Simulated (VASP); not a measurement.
# KTaO3 (Pm-3m) in VASP: further runs

The runs below take KTaO3 through density of states, with PBEsol+U, PBEsol.

Everything below comes from runs of VASP 6.6.1. Logs are shortened: lines on timing, memory, paths and dates and some standing lists are left out, and cuts for length are marked.

## Step 1: The cell of the first run

It takes space group Pm-3m (No. 221, cubic). Conventional cell: a = 3.988 Å, b = 3.988 Å, c = 3.988 Å, α = 90.00°, β = 90.00°, γ = 90.00°. Within 2.6 Å of Ta (site symmetry m-3m) lie 6 O at 1.99 Å. K (site symmetry m-3m) has 12 O at 2.82 Å and 8 Ta at 3.45 Å within 3.7 Å. Within 2.6 Å of O (site symmetry 4/mmm) lie 2 Ta at 1.99 Å.

## Step 2: Density of states, PBEsol+U

Contents of POSCAR:

```
KTaO3
1.0
    3.9883000000      0.0000000000      0.0000000000
    0.0000000000      3.9883000000      0.0000000000
    0.0000000000      0.0000000000      3.9883000000
Ta K O
1 1 3
Direct
    0.0000000000      0.0000000000      0.0000000000
    0.5000000000      0.5000000000      0.5000000000
    0.0000000000      0.0000000000      0.5000000000
    0.0000000000      0.5000000000      0.0000000000
    0.5000000000      0.0000000000      0.0000000000
```

Contents of INCAR.step1:

```
ALGO = Normal
EDIFF = 1E-6
ENCUT = 520
GGA = PS
ISIF = 2
ISMEAR = -1
LASPH = True
LCHARG = True
LDAU = True
LDAUJ = 0 0 0
LDAUL = 2 -1 -1
LDAUPRINT = 1
LDAUTYPE = 2
LDAUU = 8 0 0
LMAXMIX = 4
LREAL = False
LWAVE = False
NBANDS = 27
NELM = 150
PREC = Accurate
SIGMA = 0.05
```

Contents of KPOINTS.step1:

```
k-points
0
Gamma
  7 7 7
```

Contents of INCAR.step2:

```
ALGO = Normal
EDIFF = 1E-6
ENCUT = 520
GGA = PS
ICHARG = 11
ISIF = 2
ISMEAR = -5
LASPH = True
LCHARG = False
LDAU = True
LDAUJ = 0 0 0
LDAUL = 2 -1 -1
LDAUPRINT = 1
LDAUTYPE = 2
LDAUU = 8 0 0
LMAXMIX = 4
LORBIT = 11
LREAL = False
LWAVE = False
NEDOS = 1001
NELM = 150
PREC = Accurate
SIGMA = 0.05
```

Contents of KPOINTS.step2:

```
k-points
0
Gamma
  11 11 11
```

Potentials or basis: VASP PAW PBE potentials, release 64 (Ta_pv, K_sv, O).

Command:

```
$ cat potpaw_PBE.64/Ta_pv/POTCAR potpaw_PBE.64/K_sv/POTCAR potpaw_PBE.64/O/POTCAR > POTCAR
$ cp INCAR.step1 INCAR
$ cp KPOINTS.step1 KPOINTS
$ mpirun -np 1 vasp_std > vasp.out
$ cp INCAR.step2 INCAR
$ cp KPOINTS.step2 KPOINTS
$ mpirun -np 1 vasp_std > vasp.out
```

OUTCAR:

```text
EDIFF = 1E-6
   ENCUT = 520
   GGA = PS
   ICHARG = 11
   ISIF = 2
   ISMEAR = -5
   LASPH = True
   LORBIT = 11
   LREAL = False
   NELM = 150
   PREC = Accurate

 ion  position               nearest neighbor table
   1  0.000  0.000  0.000-   3 1.99   4 1.99   5 1.99   3 1.99   4 1.99   5 1.99   2 3.45   2 3.45
                             2 3.45   2 3.45   2 3.45   2 3.45   2 3.45   2 3.45
   2  0.500  0.500  0.500-   3 2.82   4 2.82   5 2.82   4 2.82   5 2.82   3 2.82   5 2.82   5 2.82
                             3 2.82   4 2.82   4 2.82   3 2.82   1 3.45   1 3.45   1 3.45   1 3.45
   3  0.000  0.000  0.500-   1 1.99   1 1.99   2 2.82   2 2.82   2 2.82   2 2.82
   4  0.000  0.500  0.000-   1 1.99   1 1.99   2 2.82   2 2.82   2 2.82   2 2.82
   5  0.500  0.000  0.000-   1 1.99   1 1.99   2 2.82   2 2.82   2 2.82   2 2.82

  LATTYP: Found a simple cubic cell.
 ALAT       =     3.9883000000

  Lattice vectors:

 A1 = (   3.9883000000,   0.0000000000,   0.0000000000)
 A2 = (   0.0000000000,   3.9883000000,   0.0000000000)
 A3 = (   0.0000000000,   0.0000000000,   3.9883000000)

Analysis of symmetry for initial positions (statically):
=====================================================================
 Subroutine PRICEL returns:
 Original cell was already a primitive cell.

 Routine SETGRP: Setting up the symmetry group for a
 simple cubic supercell.

 Subroutine GETGRP returns: Found 48 space group operations
 (whereof 48 operations were pure point group operations)
 out of a pool of 48 trial point group operations.

The static configuration has the point symmetry O_h .

Analysis of symmetry for dynamics (positions and initial velocities):
=====================================================================
 Subroutine PRICEL returns:
 Original cell was already a primitive cell.

 Routine SETGRP: Setting up the symmetry group for a
 simple cubic supercell.

 Subroutine GETGRP returns: Found 48 space group operations
 (whereof 48 operations were pure point group operations)
 out of a pool of 48 trial point group operations.

[... 173 lines left out ...]
  o =  0.1168  v =  0.0000  0.0000  0.0000  0.0000  0.0000  1.0000  0.0000  0.0000  0.0000  0.0000      0.0000  0.0000  0.0000  0.0000  0.0000  0.0000  0.0000  0.0000  0.0000  0.0000
  o =  0.1168  v =  0.0000  0.9779 -0.0000  0.2089 -0.0000  0.0000  0.0000  0.0000  0.0000  0.0000      0.0000  0.0000  0.0000  0.0000  0.0000  0.0000  0.0000  0.0000  0.0000  0.0000
  o =  0.1168  v =  0.0000  0.0000  0.0000  0.0000  0.0000  0.0000  0.9779 -0.0000  0.2089 -0.0000      0.0000  0.0000  0.0000  0.0000  0.0000  0.0000  0.0000  0.0000  0.0000  0.0000
  o =  0.1168  v =  0.0000 -0.2089  0.0000  0.9779 -0.0000  0.0000  0.0000  0.0000  0.0000  0.0000      0.0000  0.0000  0.0000  0.0000  0.0000  0.0000  0.0000  0.0000  0.0000  0.0000
  o =  0.1168  v =  0.0000  0.0000  0.0000  0.0000  0.0000  0.0000 -0.2089  0.0000  0.9779 -0.0000      0.0000  0.0000  0.0000  0.0000  0.0000  0.0000  0.0000  0.0000  0.0000  0.0000
  o =  0.2684  v =  0.0000  0.0000  0.0000  0.0000  0.0000  0.0000 -0.0000 -1.0000  0.0000 -0.0000      0.0000  0.0000  0.0000  0.0000  0.0000  0.0000  0.0000  0.0000  0.0000  0.0000
  o =  0.2684  v =  0.0000 -0.0000 -1.0000  0.0000 -0.0000  0.0000  0.0000  0.0000  0.0000  0.0000      0.0000  0.0000  0.0000  0.0000  0.0000  0.0000  0.0000  0.0000  0.0000  0.0000
  o =  0.2684  v =  0.0000  0.0000  0.0000  0.0000  0.0000  0.0000  0.0000 -0.0000  0.0000  1.0000      0.0000  0.0000  0.0000  0.0000  0.0000  0.0000  0.0000  0.0000  0.0000  0.0000
  o =  0.2684  v =  0.0000  0.0000 -0.0000  0.0000  1.0000  0.0000  0.0000  0.0000  0.0000  0.0000      0.0000  0.0000  0.0000  0.0000  0.0000  0.0000  0.0000  0.0000  0.0000  0.0000

 number of electron      37.9999976 magnetization

 Free energy of the ion-electron system (eV)
  ---------------------------------------------------
  ext. energy  EPLUGINS =         0.00000000
  ---------------------------------------------------
  free energy    TOTEN  =       -36.83743913 eV

  energy without entropy =      -36.83743913  energy(sigma->0) =      -36.83743913

 E-fermi :   1.9485     XC(G=0): -11.1574

 val. band max:        1.9448022393   @ k =   0.4545   0.4545   0.4545
 cond. band min:       5.2083672802   @ k =   0.0000   0.0000   0.0000
 fundamental gap:      3.2635650409
 Fermi energy:         1.9484509405

 k-point     1 :       0.0000    0.0000    0.0000
  band No.  band energies     occupation
      1     -33.7460      2.00000
      2     -33.7460      2.00000
      3     -33.7460      2.00000
      4     -25.1975      2.00000
      5     -15.6530      2.00000
      6     -14.7340      2.00000
[... 613 lines left out ...]
     22       6.8742      0.00000
     23       9.5795      0.00000

 [... further k-points ...]

------------------------ aborting loop because EDIFF is reached ----------------------------------------

  FORCE on cell =-STRESS in cart. coord.  units (eV):
  Direction    XX          YY          ZZ          XY          YZ          ZX
  --------------------------------------------------------------------------------------
  -------------------------------------------------------------------------------------
  Total        3.4602882      3.4602882      3.4602882      0.0000000      0.0000000     -0.0000000
  in kB       87.3895295     87.3895295     87.3895295      0.0000000      0.0000000     -0.0000000
  external PRESSURE =      87.3895295 kB  Pullay stress =       0.0000000 kB

 VOLUME and BASIS-vectors are now :
 -----------------------------------------------------------------------------
  energy-cutoff  :      520.00
  volume of cell :       63.44
      direct lattice vectors                 reciprocal lattice vectors
     3.988300000  0.000000000  0.000000000     0.250733395  0.000000000  0.000000000
     0.000000000  3.988300000  0.000000000     0.000000000  0.250733395  0.000000000
     0.000000000  0.000000000  3.988300000     0.000000000  0.000000000  0.250733395

 POSITION                                       TOTAL-FORCE (eV/Angst)
 -----------------------------------------------------------------------------------
      0.00000      0.00000      0.00000         0.000000      0.000000      0.000000
      1.99415      1.99415      1.99415         0.000000      0.000000      0.000000
      0.00000      0.00000      1.99415         0.000000      0.000000      0.000000
      0.00000      1.99415      0.00000         0.000000      0.000000      0.000000
      1.99415      0.00000      0.00000         0.000000      0.000000      0.000000
 -----------------------------------------------------------------------------------
    total drift:                                0.000000     -0.000000      0.000000

  FREE ENERGIE OF THE ION-ELECTRON SYSTEM (eV)
  ---------------------------------------------------
  free  energy   TOTEN  =       -36.8374391334 eV

  energy  without entropy=      -36.8374391334  energy(sigma->0) =      -36.83743913

 total charge

# of ion       s       p       d       tot
------------------------------------------
    1        0.372   6.389   1.730   8.491
    2        1.961   5.587   0.052   7.600
    3        1.555   3.544   0.000   5.099
    4        1.555   3.544   0.000   5.099
    5        1.555   3.544   0.000   5.099
--------------------------------------------------
tot          6.997  22.608   1.782  31.387
```

Run time: 39 s. Hardware: 1 thread of AMD EPYC 9R45 (Zen 5), shared host; peak memory 0.18 GiB.

What came out:

```
Valence electrons inside the program's atomic spheres : Ta 8.49; K 7.60; O 5.10
```

Levels at points of the mesh, in eV from the valence-band top:
| k point | band 16 | band 17 | band 18 | band 19 | band 20 | band 21 | band 22 | band 23 |
| --- | --- | --- | --- | --- | --- | --- | --- | --- |
| (0.00, 0.00, 0.00) | -1.08 | -0.71 | -0.71 | -0.71 | 3.26 | 3.26 | 3.26 | 6.27 |

Eigenvalues of the final occupation matrices:
```
    site  spin  trace               eigenvalues
site 1 d     1   0.89  0.12 0.12 0.12 0.27 0.27
site 1 d     2   0.89  0.12 0.12 0.12 0.27 0.27
```

Caveat: the PAW data sets were made with another functional, which shifts forces and pressure a little; spin-orbit coupling is left out, which moves the levels of the heavy elements.

## Step 3: Density of states, PBEsol

POSCAR is that of step 2.

Contents of INCAR.step1:

```
SYSTEM = KTaO3
ALGO = Normal
EDIFF = 1E-7
ENCUT = 520
GGA = PS
ISIF = 2
ISMEAR = -1
LASPH = .TRUE.
LCHARG = .TRUE.
LMAXMIX = 4
LREAL = .FALSE.
LWAVE = .FALSE.
NBANDS = 27
NELM = 100
PREC = Accurate
SIGMA = 0.05
```

Contents of KPOINTS.step1:

```
k-points
0
G
  7 7 7
  0 0 0
```

Contents of INCAR.step2:

```
SYSTEM = KTaO3
ALGO = Normal
EDIFF = 1E-7
ENCUT = 520
GGA = PS
ICHARG = 11
ISIF = 2
ISMEAR = -5
LASPH = .TRUE.
LCHARG = .FALSE.
LMAXMIX = 4
LORBIT = 10
LREAL = .FALSE.
LWAVE = .FALSE.
NEDOS = 1001
NELM = 100
PREC = Accurate
SIGMA = 0.05
```

Contents of KPOINTS.step2:

```
k-points
0
G
  11 11 11
  0 0 0
```

Potentials or basis: VASP PAW PBE potentials, release 64 (Ta_pv, K_sv, O).

Command:

```
$ cat potpaw_PBE.64/Ta_pv/POTCAR potpaw_PBE.64/K_sv/POTCAR potpaw_PBE.64/O/POTCAR > POTCAR
$ cp INCAR.step1 INCAR
$ cp KPOINTS.step1 KPOINTS
$ mpirun -np 1 vasp_std > vasp.out
$ cp INCAR.step2 INCAR
$ cp KPOINTS.step2 KPOINTS
$ mpirun -np 1 vasp_std > vasp.out
```

OUTCAR:

```text
SYSTEM = KTaO3
   EDIFF = 1E-7
   ENCUT = 520
   GGA = PS
   ICHARG = 11
   ISIF = 2
   ISMEAR = -5
   LASPH = .TRUE.
   LORBIT = 10
   LREAL = .FALSE.
   NELM = 100
   PREC = Accurate

 ion  position               nearest neighbor table
   1  0.000  0.000  0.000-   3 1.99   4 1.99   5 1.99   3 1.99   4 1.99   5 1.99   2 3.45   2 3.45
                             2 3.45   2 3.45   2 3.45   2 3.45   2 3.45   2 3.45
   2  0.500  0.500  0.500-   3 2.82   4 2.82   5 2.82   4 2.82   5 2.82   3 2.82   5 2.82   5 2.82
                             3 2.82   4 2.82   4 2.82   3 2.82   1 3.45   1 3.45   1 3.45   1 3.45
   3  0.000  0.000  0.500-   1 1.99   1 1.99   2 2.82   2 2.82   2 2.82   2 2.82
   4  0.000  0.500  0.000-   1 1.99   1 1.99   2 2.82   2 2.82   2 2.82   2 2.82
   5  0.500  0.000  0.000-   1 1.99   1 1.99   2 2.82   2 2.82   2 2.82   2 2.82

  LATTYP: Found a simple cubic cell.
 ALAT       =     3.9883000000

  Lattice vectors:

 A1 = (   3.9883000000,   0.0000000000,   0.0000000000)
 A2 = (   0.0000000000,   3.9883000000,   0.0000000000)
 A3 = (   0.0000000000,   0.0000000000,   3.9883000000)

Analysis of symmetry for initial positions (statically):
=====================================================================
 Subroutine PRICEL returns:
 Original cell was already a primitive cell.

 Routine SETGRP: Setting up the symmetry group for a
 simple cubic supercell.

 Subroutine GETGRP returns: Found 48 space group operations
 (whereof 48 operations were pure point group operations)
 out of a pool of 48 trial point group operations.

The static configuration has the point symmetry O_h .

Analysis of symmetry for dynamics (positions and initial velocities):
=====================================================================
 Subroutine PRICEL returns:
 Original cell was already a primitive cell.

 Routine SETGRP: Setting up the symmetry group for a
 simple cubic supercell.

 Subroutine GETGRP returns: Found 48 space group operations
[... 140 lines left out ...]
   LEPSILON=     F    determine dielectric tensor
   LRPA    =     F    only Hartree local field effects (RPA)
 non-spin polarized calculation
 Fermi weights with tetrahedron method with Bloechl corrections
  energy-cutoff  :      520.00
  volume of cell :       63.44
 maximum number of plane-waves:      1743
 NGX is ok and might be reduce to    30

 number of electron      37.9999976 magnetization

 Free energy of the ion-electron system (eV)
  ---------------------------------------------------
  ext. energy  EPLUGINS =         0.00000000
  ---------------------------------------------------
  free energy    TOTEN  =       -42.92122968 eV

  energy without entropy =      -42.92122968  energy(sigma->0) =      -42.92122968

 E-fermi :   1.6733     XC(G=0): -11.1394

 val. band max:        1.6384835322   @ k =   0.4545   0.4545   0.4545
 cond. band min:       3.7477692018   @ k =   0.0000   0.0000   0.0000
 fundamental gap:      2.1092856695
 Fermi energy:         1.6732856286

 k-point     1 :       0.0000    0.0000    0.0000
  band No.  band energies     occupation
      1     -32.4009      2.00000
      2     -32.4009      2.00000
      3     -32.4009      2.00000
      4     -25.4554      2.00000
      5     -15.8223      2.00000
      6     -15.0952      2.00000
[... 613 lines left out ...]
     22       5.5821      0.00000
     23       8.9795      0.00000

 [... further k-points ...]

------------------------ aborting loop because EDIFF is reached ----------------------------------------

  FORCE on cell =-STRESS in cart. coord.  units (eV):
  Direction    XX          YY          ZZ          XY          YZ          ZX
  --------------------------------------------------------------------------------------
  -------------------------------------------------------------------------------------
  Total        0.1098188      0.1098188      0.1098188      0.0000000      0.0000000     -0.0000000
  in kB        2.7734724      2.7734724      2.7734724      0.0000000      0.0000000     -0.0000000
  external PRESSURE =       2.7734724 kB  Pullay stress =       0.0000000 kB

 VOLUME and BASIS-vectors are now :
 -----------------------------------------------------------------------------
  energy-cutoff  :      520.00
  volume of cell :       63.44
      direct lattice vectors                 reciprocal lattice vectors
     3.988300000  0.000000000  0.000000000     0.250733395  0.000000000  0.000000000
     0.000000000  3.988300000  0.000000000     0.000000000  0.250733395  0.000000000
     0.000000000  0.000000000  3.988300000     0.000000000  0.000000000  0.250733395

 POSITION                                       TOTAL-FORCE (eV/Angst)
 -----------------------------------------------------------------------------------
      0.00000      0.00000      0.00000         0.000000      0.000000      0.000000
      1.99415      1.99415      1.99415         0.000000      0.000000      0.000000
      0.00000      0.00000      1.99415         0.000000      0.000000      0.000000
      0.00000      1.99415      0.00000         0.000000      0.000000      0.000000
      1.99415      0.00000      0.00000         0.000000      0.000000      0.000000
 -----------------------------------------------------------------------------------
    total drift:                                0.000000     -0.000000      0.000000

  FREE ENERGIE OF THE ION-ELECTRON SYSTEM (eV)
  ---------------------------------------------------
  free  energy   TOTEN  =       -42.9212296790 eV

  energy  without entropy=      -42.9212296790  energy(sigma->0) =      -42.92122968

 total charge

# of ion       s       p       d       tot
------------------------------------------
    1        0.349   6.360   2.074   8.782
    2        1.960   5.586   0.049   7.596
    3        1.558   3.501   0.000   5.059
    4        1.558   3.501   0.000   5.059
    5        1.558   3.501   0.000   5.059
--------------------------------------------------
tot          6.982  22.449   2.123  31.554
```

OUTCAR.step1:

```text
SYSTEM = KTaO3
   EDIFF = 1E-7
   ENCUT = 520
   GGA = PS
   ISIF = 2
[... 828 lines left out ...]
      1.99415      1.99415      1.99415         0.000000      0.000000      0.000000
      0.00000      0.00000      1.99415         0.000000      0.000000      0.000000
      0.00000      1.99415      0.00000         0.000000      0.000000      0.000000
      1.99415      0.00000      0.00000         0.000000      0.000000      0.000000
 -----------------------------------------------------------------------------------
    total drift:                                0.000000     -0.000000      0.000000

  FREE ENERGIE OF THE ION-ELECTRON SYSTEM (eV)
  ---------------------------------------------------
  free  energy   TOTEN  =       -42.9209892514 eV

  energy  without entropy=      -42.9209892513  energy(sigma->0) =      -42.92098925
```

It took 41 s on 1 thread of Intel Xeon 6975P-C (Granite Rapids), shared host; peak memory 0.21 GiB.

Results:

| Property | Result |
| --- | --- |
| Valence electrons inside the program's atomic spheres | Ta 8.78; K 7.60; O 5.06 |

Levels at points of the mesh, in eV from the valence-band top:
```
           k point  band 16  band 17  band 18  band 19  band 20  band 21  band 22  band 23
(0.00, 0.00, 0.00)    -1.05    -0.60    -0.60    -0.60     2.11     2.11     2.11     6.48
```

Caveat: the PAW data sets were made with another functional, which shifts forces and pressure a little; spin-orbit coupling is left out, which moves the levels of the heavy elements.

## Step 4: Density of states, PBEsol+U

POSCAR is that of step 3.

Contents of INCAR.step1:

```
PREC = Accurate
ENCUT = 520
EDIFF = 1E-6
ISMEAR = -1
SIGMA = 0.05
LREAL = False
LASPH = True
NELM = 150
ALGO = Normal
ISIF = 2
LWAVE = False
LCHARG = True
LMAXMIX = 4
LDAU = True
LDAUTYPE = 2
LDAUL = 2 -1 -1
LDAUU = 1 0 0
LDAUJ = 0 0 0
LDAUPRINT = 1
GGA = PS
NBANDS = 27
```

Contents of KPOINTS.step1:

```
Automatic mesh
0
Gamma
  7 7 7
```

Contents of INCAR.step2:

```
PREC = Accurate
ENCUT = 520
EDIFF = 1E-6
ISMEAR = -5
SIGMA = 0.05
LREAL = False
LASPH = True
NELM = 150
ALGO = Normal
ISIF = 2
LWAVE = False
LCHARG = False
LMAXMIX = 4
LDAU = True
LDAUTYPE = 2
LDAUL = 2 -1 -1
LDAUU = 1 0 0
LDAUJ = 0 0 0
LDAUPRINT = 1
GGA = PS
LORBIT = 11
NEDOS = 1001
ICHARG = 11
```

Contents of KPOINTS.step2:

```
Automatic mesh
0
Gamma
  11 11 11
```

Command:

```
$ cat potpaw_PBE.64/Ta_pv/POTCAR potpaw_PBE.64/K_sv/POTCAR potpaw_PBE.64/O/POTCAR > POTCAR
$ cp INCAR.step1 INCAR
$ cp KPOINTS.step1 KPOINTS
$ mpirun -np 1 vasp_std > vasp.out
$ cp INCAR.step2 INCAR
$ cp KPOINTS.step2 KPOINTS
$ mpirun -np 1 vasp_std > vasp.out
```

Wall time 58 s (1 thread of Intel Xeon 6975P-C (Granite Rapids), shared host); peak memory 0.21 GiB.

The run converged. Its results:

```
Valence electrons inside the program's atomic spheres : Ta 8.75; K 7.60; O 5.06
```

Levels at points of the mesh, in eV from the valence-band top:
```tsv
k point	band 16	band 17	band 18	band 19	band 20	band 21	band 22	band 23
(0.00, 0.00, 0.00)	-1.05	-0.61	-0.61	-0.61	2.23	2.23	2.23	6.45
```

Eigenvalues of the final occupation matrices:
```
    site  spin  trace               eigenvalues
site 1 d     1   1.04  0.16 0.16 0.16 0.29 0.29
site 1 d     2   1.04  0.16 0.16 0.16 0.29 0.29
```

Caveat: the PAW data sets were made with another functional, which shifts forces and pressure a little; spin-orbit coupling is left out, which moves the levels of the heavy elements.

[end of part 1 of 2]
